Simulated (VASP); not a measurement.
Set up this calculation in VASP 6.6.1, as the native input.

```yaml
Task: single point
Functional: PBE
Potentials_or_basis: VASP PAW PBE potentials, release 64 (In_d, Pt, Se)
Cutoff: 500 eV
k_mesh: 8 × 8 × 6
Occupations: gaussian, width 0.1 eV
Spin: no spin polarisation
Dipole_correction: no
Further_INCAR_settings: ALGO = Normal; EDIFF = 1e-06; NBANDS = 43
```

The structure of In4PtSe lies in POSCAR:

```
In4PtSe
1.0
    4.8029685962      0.0000000000      0.0000000000
    0.0000000000      4.8029685962      0.0000000000
    0.0000000000      0.0000000000      7.3347394135
In Pt Se
4 1 1
Direct
    0.0000000000      0.5000000000      0.7839048101
    0.5000000000      0.0000000000      0.7839048101
    0.0000000000      0.5000000000      0.2160951899
    0.5000000000      0.0000000000      0.2160951899
    0.0000000000      0.0000000000      0.0000000000
    0.5000000000      0.5000000000      0.5000000000
```

One way to write it, as run:

INCAR

```
  ALGO = Normal
  EDIFF = 1E-6
  ENCUT = 500
  GGA = PE
  GGA_COMPAT = False
  ISIF = 2
  ISMEAR = 0
  LASPH = True
  LCHARG = True
  LELF = True
  LREAL = False
  LVHAR = True
  LWAVE = False
  NBANDS = 43
  NELM = 120
  PREC = Accurate
  SIGMA = 0.1
```

KPOINTS

```
k-points
0
Gamma
  8 8 6
```

Potentials or basis: VASP PAW PBE potentials, release 64 (In_d, Pt, Se).

Command:

```console
$ cat potpaw_PBE.64/In_d/POTCAR potpaw_PBE.64/Pt/POTCAR potpaw_PBE.64/Se/POTCAR > POTCAR
$ mpirun -np 1 vasp_std > vasp.out
```

Results of the run:

- Pressure: -2.2 GPa
- Largest force: 0.005 eV/Å
- Band gap on the k mesh: zero (bands 34 and 35 overlap by 1.89 eV)

Caveat: spin-orbit coupling is left out, which moves the levels of the heavy elements.

It took 10 min on 1 thread of Oxide Virtual Turin-like Processor, with other jobs on the host, peak memory 0.46 GiB.
